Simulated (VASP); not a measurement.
The system is NaReS2.

```xyz
4
Lattice="1.7404 3.0144 0.0000 -1.7404 3.0144 0.0000 -1.7404 1.0048 6.8832" Properties=species:S:1:pos:R:3 pbc="T T T"
Re    0.0000    0.0000    0.0000
Na    0.0000    2.0096    3.4416
S    -1.7404    3.0144    5.6580
S     0.0000    4.0192    1.2252
```

| Quantity | Value |
| --- | --- |
| Program | VASP 6.6.1 |
| Task | relaxation of cell and atoms |
| Functional | LDA |
| Potentials or basis | VASP PAW LDA potentials, release 64 (Re, Na_pv, S) |
| Cutoff | 600 eV |
| k mesh | 7 × 7 × 7 |
| Occupations | fermi-dirac, width 0.1 eV |
| Spin | no spin polarisation |

At the start: pressure 4.2 GPa; volume 18.05 Å³/atom.

**Question.** Where does the relaxation end?

**Answer.** Over 31 steps the energy falls by 84.1 meV/atom and the volume is 16.46 Å³/atom (-8.8 %); space group R-3m (No. 166, to 0.1 Å) before and after.

Step by step:
| step | energy change (eV) | largest force (eV/Å) | pressure (GPa) | volume (Å³) |
| --- | --- | --- | --- | --- |
| 1 | 0.0000 | 1.5190 | 4.20 | 72.22 |
| 2 | -0.0266 | 0.2466 | -7.94 | 77.27 |
| 3 | -0.0975 | 0.5111 | -2.91 | 74.85 |
| 4 | -0.1766 | 0.4174 | -2.27 | 72.77 |
| 5 | -0.2702 | 0.0735 | 0.95 | 67.03 |
| 6 | -0.2713 | 0.1228 | 0.54 | 67.61 |
| 7 | -0.2713 | 0.1101 | 0.64 | 67.47 |
| 8 | -0.2693 | 0.1647 | -1.29 | 67.99 |
| 9 | -0.2723 | 0.0086 | -0.07 | 67.66 |
| 10 | -0.2731 | 0.0102 | -0.09 | 67.62 |
| 11 | -0.2762 | 0.0104 | -0.16 | 67.49 |
| 12 | -0.2852 | 0.0086 | -0.35 | 67.22 |
| 13 | -0.3081 | 0.1517 | -0.97 | 66.60 |
| 14 | -0.2931 | 0.7934 | -2.57 | 65.08 |
| 15 | -0.3159 | 0.3101 | -1.46 | 66.23 |
| 16 | -0.3177 | 0.4063 | -1.73 | 65.99 |
| 17 | -0.3178 | 0.4089 | -1.72 | 65.98 |
| 18 | -0.3180 | 0.4148 | -1.73 | 65.95 |
| 19 | -0.3184 | 0.4284 | -1.73 | 65.88 |
| 20 | -0.3187 | 0.4570 | -1.74 | 65.75 |
| 21 | -0.3193 | 0.4469 | -1.66 | 65.72 |
| 22 | -0.3210 | 0.4182 | -1.43 | 65.63 |
| 23 | -0.3239 | 0.3593 | -0.98 | 65.45 |
| 24 | -0.3276 | 0.2379 | -0.04 | 65.10 |
| 25 | -0.3259 | 0.0146 | 1.97 | 64.38 |
| 26 | -0.3284 | 0.1473 | 0.72 | 64.83 |
| 27 | -0.3290 | 0.1392 | 0.67 | 64.88 |
| 28 | -0.3308 | 0.1174 | 0.57 | 65.00 |
| 29 | -0.3335 | 0.0726 | 0.44 | 65.25 |
| 30 | -0.3362 | 0.0118 | 0.14 | 65.74 |
| 31 | -0.3362 | 0.0298 | 0.08 | 65.84 |

Final structure:
```
Re Na S
1.0
     1.63884    2.83855    0.00000
    -1.63884    2.83855    0.00000
    -1.63884    0.94618    7.07715
Re Na S
1 1 2
Direct
  0.00000 0.00000 0.00000
  0.50000 0.00000 0.50000
  0.26290 0.47420 0.78870
  0.73710 0.52580 0.21130
```
